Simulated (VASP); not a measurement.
# In3H in VASP: a series of runs, part 2 of 2

VASP 6.6.1. Earlier steps stand in the parts before.

## 4. Relaxation of cell and atoms, PBE

This run uses another cell than the first one, of 24.47 Å³/atom.

INCAR

```
SYSTEM = In3H
PREC     = Accurate       ! precision mode
ENCUT    = 600            ! plane-wave cutoff, eV
EDIFF    = 1E-7           ! SCF threshold, eV
ISMEAR   = 0              ! smearing method
SIGMA    = 0.1            ! smearing width, eV
LREAL    = .False.        ! projectors in reciprocal space
LASPH    = .True.         ! aspherical terms in the spheres
NELM     = 60             ! most SCF steps
ALGO     = Normal         ! electronic algorithm
ISIF     = 3              ! what is computed and relaxed
LWAVE    = .False.        ! write WAVECAR
LCHARG   = .False.        ! write CHGCAR
GGA      = PE             ! functional
IBRION   = 2              ! ionic algorithm
NSW      = 90             ! ionic steps
EDIFFG   = -0.04          ! ionic threshold
```

KPOINTS

```
Automatic mesh
0
Gamma
  3 3 6
  0 0 0
```

POSCAR

```
In3H
1.0
    6.1004630048      0.0000000000      0.0000000000
   -3.0502315024      5.2831559370      0.0000000000
    0.0000000000      0.0000000000      3.0365508404
In H
3 1
Direct
    0.5000000000      0.0000000000      0.0000000000
    0.0000000000      0.5000000000      0.0000000000
    0.5000000000      0.5000000000      0.0000000000
    0.0000000000      0.0000000000      0.0000000000
```

Potentials or basis: VASP PAW PBE potentials, release 64 (In_d, H).

Command:

```bash
cat potpaw_PBE.64/In_d/POTCAR potpaw_PBE.64/H/POTCAR > POTCAR
mpirun -np 1 vasp_std > vasp.out
```

OUTCAR:

```text
SYSTEM = In3H
   PREC = Accurate
   ENCUT = 600
   EDIFF = 1E-7
   ISMEAR = 0
   LREAL = .False.
   LASPH = .True.
   NELM = 60
   ISIF = 3
   GGA = PE
   IBRION = 2
   NSW = 90
   EDIFFG = -0.04

 ion  position               nearest neighbor table
   1  0.500  0.000  0.000-   2 3.05   3 3.05   3 3.05   2 3.05
   2  0.000  0.500  0.000-   1 3.05   1 3.05   3 3.05   3 3.05
   3  0.500  0.500  0.000-   1 3.05   1 3.05   2 3.05   2 3.05
   4  0.000  0.000  0.000-

  LATTYP: Found a hexagonal cell.
 ALAT       =     6.1004630048
 C/A-ratio  =     0.4977574387

  Lattice vectors:

 A1 = (   6.1004630048,   0.0000000000,   0.0000000000)
 A2 = (  -3.0502315024,   5.2831559370,   0.0000000000)
 A3 = (   0.0000000000,   0.0000000000,   3.0365508404)

Analysis of symmetry for initial positions (statically):
=====================================================================
 Subroutine PRICEL returns:
 Original cell was already a primitive cell.

 Routine SETGRP: Setting up the symmetry group for a
 hexagonal supercell.

 Subroutine GETGRP returns: Found 24 space group operations
 (whereof 24 operations were pure point group operations)
 out of a pool of 24 trial point group operations.

[... 158 lines left out ...]

  FORCE on cell =-STRESS in cart. coord.  units (eV):
  Direction    XX          YY          ZZ          XY          YZ          ZX
  --------------------------------------------------------------------------------------
  -------------------------------------------------------------------------------------
  Total        0.3164301      0.3164301      1.7741144      0.0000000     -0.0000000      0.0000000
  in kB        5.1802601      5.1802601     29.0439319      0.0000000     -0.0000000      0.0000000
  external PRESSURE =      13.1348174 kB  Pullay stress =       0.0000000 kB
[... 25 lines left out ...]
--------------------------------------- Ionic step        2  -------------------------------------------

 number of electron      40.0000011 magnetization

 E-fermi :   4.8894     XC(G=0):  -9.1749

 val. band max:        4.8388040113   @ k =   0.3333   0.0000   0.1667
 cond. band min:       4.9427403899   @ k =   0.0000   0.0000   0.5000
 fundamental gap:      0.1039363786
 Fermi energy:         4.8894420761

 k-point     1 :       0.0000    0.0000    0.0000
  band No.  band energies     occupation
      1     -10.1694      2.00000
      2     -10.0327      2.00000
      3     -10.0327      2.00000
      4      -9.8988      2.00000
      5      -9.7745      2.00000
      6      -9.7745      2.00000
[... 540 lines left out ...]
--------------------------------------- Ionic step        8  -------------------------------------------

 number of electron      39.9999974 magnetization

 Free energy of the ion-electron system (eV)
  ---------------------------------------------------
  ext. energy  EPLUGINS =         0.00000000
  ---------------------------------------------------
  free energy    TOTEN  =        -8.98111874 eV

  energy without entropy =       -8.96802121  energy(sigma->0) =       -8.97456998

 E-fermi :   4.7575     XC(G=0):  -9.0113

 val. band max:        4.7442305781   @ k =   0.3333   0.0000   0.1667
 cond. band min:       4.9151485663   @ k =   0.3333   0.3333   0.0000
 fundamental gap:      0.1709179882
 Fermi energy:         4.7574833285

 k-point     1 :       0.0000    0.0000    0.0000
  band No.  band energies     occupation
      1     -10.4661      2.00000
      2     -10.3346      2.00000
      3     -10.3346      2.00000
      4     -10.1583      2.00000
      5     -10.0406      2.00000
      6      -9.9906      2.00000
[... 344 lines left out ...]
  FREE ENERGIE OF THE ION-ELECTRON SYSTEM (eV)
  ---------------------------------------------------
  free  energy   TOTEN  =        -8.9811187420 eV

  energy  without entropy=       -8.9680212116  energy(sigma->0) =       -8.97456998

 reached required accuracy - stopping structural energy minimisation
```

It took 1.8 min on 1 thread of Intel Xeon 6975P-C (Granite Rapids), shared host; peak memory 0.25 GiB.

What came out:

* Free energy: -8.9811 eV
* Relaxed volume: 26.10 Å³/atom
* Relaxed cell: a = 6.065 Å, b = 6.065 Å, c = 3.277 Å, α = 90.00°, β = 90.00°, γ = 120.00°
* Space group after relaxing (to 0.1 Å): P6/mmm (No. 191)
* Energy gained by relaxing: 33.3 meV/atom
* Ionic steps: 8
* Pressure after relaxing: 0.0 GPa
* Band gap on the k mesh: zero (bands 20 and 21 overlap by 1.73 eV)

The path:
```csv
step,energy change (eV),largest force (eV/Å),pressure (GPa),volume (Å³)
1,0.0000,0.0000,1.31,97.87
2,-0.0444,0.0000,0.81,100.73
3,-0.1040,0.0000,-1.36,109.51
4,-0.1087,0.0000,-0.98,107.58
5,-0.1228,0.0000,-0.89,107.83
6,-0.1229,0.0000,-0.90,107.81
7,-0.1309,0.0000,-0.45,105.93
8,-0.1333,0.0000,-0.05,104.38
```

Final structure:
```xyz
4
Lattice="6.0647 0.0000 0.0000 -3.0323 5.2522 0.0000 0.0000 0.0000 3.2770" Properties=species:S:1:pos:R:3 pbc="T T T"
In    3.0323    0.0000    0.0000
In   -1.5162    2.6261    0.0000
In    1.5162    2.6261    0.0000
H     0.0000    0.0000    0.0000
```

Caveat: the k points lie up to 0.40 Å⁻¹ apart in the final cell, too coarse for converged energies and pressures of a metal; spin-orbit coupling is left out, which moves the levels of the heavy elements.

## 5. Single point, PBE

This run uses another cell than the first one, of 25.18 Å³/atom.

INCAR

```
SYSTEM = In3H
  PREC = Accurate
  ENCUT = 520
  EDIFF = 1E-6
  ISMEAR = 0
  SIGMA = 0.1
  LREAL = .FALSE.
  LASPH = .TRUE.
  NELM = 80
  ALGO = Normal
  ISIF = 2
  LWAVE = .FALSE.
  LCHARG = .FALSE.
  GGA = PE
  NBANDS = 28
```

KPOINTS

```
Automatic mesh
0
G
  12 12 14
  0 0 0
```

POSCAR

```
In3H
1.0
    6.0848943949      0.0000000000      0.0000000000
   -3.0424471974      5.2696731253      0.0000000000
    0.0000000000      0.0000000000      3.1406525519
In H
3 1
Direct
    0.5000000000      0.0000000000      0.0000000000
    0.0000000000      0.5000000000      0.0000000000
    0.5000000000      0.5000000000      0.0000000000
    0.0000000000      0.0000000000      0.0000000000
```

Command:

```bash
cat potpaw_PBE.64/In_d/POTCAR potpaw_PBE.64/H/POTCAR > POTCAR
mpirun -np 1 vasp_std > vasp.out
```

Wall time 2.1 min (1 thread of Intel Xeon 6975P-C (Granite Rapids), shared host); peak memory 0.46 GiB.

Results (log left out):

```
Free energy            : -9.1088 eV
Pressure               : 0.0 GPa
Band gap on the k mesh : zero (bands 20 and 21 overlap by 2.40 eV)
```

Levels at points of the mesh, in eV from the Fermi level:
```csv
k point,band 18,band 19,band 20,band 21,band 22,band 23
"(0.00, 0.00, 0.00)",-3.64,-3.34,-1.45,-1.18,-1.18,6.69
"(0.50, 0.00, 0.00)",-4.30,-3.16,0.46,2.33,2.39,2.69
"(0.00, 0.00, 0.50)",-1.00,-0.10,-0.09,-0.09,0.70,0.70
"(0.50, 0.00, 0.50)",-2.17,-1.28,-1.20,-1.01,0.53,2.54
```

Caveat: spin-orbit coupling is left out, which moves the levels of the heavy elements.

## 6. Summary

```csv
task,cell,k mesh,cutoff (eV),gap on the mesh (eV),pressure (GPa)
single point,"a = 6.048, b = 6.048, c = 3.287 Å, angles 90.0, 90.0, 120.0°, 4 atoms, atomic positions A",3 × 3 × 6,520,none,0.0
single point,"a = 6.100, b = 6.100, c = 3.037 Å, angles 90.0, 90.0, 120.0°, 4 atoms, atomic positions B",6 × 6 × 4,520,none,0.3
relaxation of cell and atoms,"relaxed from a = 6.100, b = 6.100, c = 3.037 Å, angles 90.0, 90.0, 120.0°, 4 atoms, atomic positions A",3 × 3 × 6,600,none,0.0
single point,"a = 6.085, b = 6.085, c = 3.141 Å, angles 90.0, 90.0, 120.0°, 4 atoms, atomic positions A",12 × 12 × 14,520,none,0.0
```

Alike in all rows: level PBE; potentials or basis VASP PAW PBE potentials, release 64 (In_d, H); no spin polarisation; smearing gaussian 0.1 eV.

Caveats: some runs use coarse meshes; spin-orbit coupling is left out, which moves the levels of the heavy elements.

Absolute energies hang on the potentials; compare differences alone.

The gap in the log of VASP goes by the Fermi energy; the results here count the filled bands.